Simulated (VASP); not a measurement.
Input of a VASP 6.6.1 run:

INCAR

```
SYSTEM = Zn2B3
PREC = Accurate ; ENCUT = 520
EDIFF = 1E-6 ; ISMEAR = 0
SIGMA = 0.1 ; LREAL = .FALSE.
LASPH = .TRUE. ; NELM = 100
ALGO = Normal ; ISIF = 2
LWAVE = .FALSE. ; LCHARG = .FALSE.
GGA = PE ; NBANDS = 24
```

File KPOINTS:

```
Automatic mesh
0
G
  12 12 6
  0 0 0
```

POSCAR

```
Zn2B3
1.0
    2.9464631045      0.0000000000      0.0000000000
   -1.4732315522      2.5517118998      0.0000000000
    0.0000000000      0.0000000000      7.0828031355
Zn B
2 3
Direct
    0.3333333333      0.6666666667      0.2125161777
    0.6666666667      0.3333333333      0.7874838223
    0.0000000000      0.0000000000      0.0000000000
    0.3333333333      0.6666666667      0.5132476769
    0.6666666667      0.3333333333      0.4867523231
```

Potentials or basis: VASP PAW PBE potentials, release 64 (Zn, B).

Launch:

```console
$ cat potpaw_PBE.64/Zn/POTCAR potpaw_PBE.64/B/POTCAR > POTCAR
$ mpirun -np 1 vasp_std > vasp.out
```

(1) What does it give for the largest force?

(2) Predict the band gap on the k mesh.

Answers

(1) 0.005 eV/Å.

(2) zero (an odd number of electrons rules out a gap without spin polarisation).
